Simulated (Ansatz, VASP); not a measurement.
# Al4BSbP2: VASP beside Ansatz

```
Al B Sb P
1.0
    -2.78919    2.78919    5.40521
     2.78919   -2.78919    5.40521
     2.78919    2.78919   -5.40521
Al B Sb P
4 1 1 2
Direct
  0.05813 0.10019 0.45357
  0.64662 0.60456 0.54643
  0.39544 0.94187 0.04206
  0.89981 0.35338 0.95794
  0.75000 0.25000 0.50000
  0.50000 0.50000 0.00000
  0.25000 0.75000 0.50000
  0.00000 0.00000 0.00000
```

Change from the starting cell: species swapped into the AlInCu2Se4 type (I-4, No. 82).

Alike in both runs: functional PBE; k mesh 4 × 4 × 4; occupations gaussian, width 0.2 eV; no spin polarisation.

Ansatz relaxed the structure, and its values are those at the end. VASP's run is a single point on that final structure, the one shown.

|  | VASP | Ansatz |
| --- | --- | --- |
| version | VASP 6.6.1 | Ansatz 0.2.0 |
| potentials or method | VASP PAW PBE potentials, release 64 (Al, B, Sb, P), cutoff 520 eV | scalar-relativistic, plane waves, PAW |
| valence electrons in the cell | 30 | 40 |

```tsv
	VASP	Ansatz	Ansatz less VASP
gap on the k mesh at the Fermi level (eV)	none	none	-
pressure (GPa)	0.1	0.1	0.00
rms of the force components (eV/Å)	0.010	0.011	+0.0004
```

A gap of «none» marks a metal or a gap that the smearing closes. VASP's potentials hold 30 valence electrons a cell and Ansatz's 40, so a difference there can come from the potentials and not from the codes.

The k mesh is coarse, so the values compare programs but aren't converged. Neither program's run includes spin-orbit coupling.
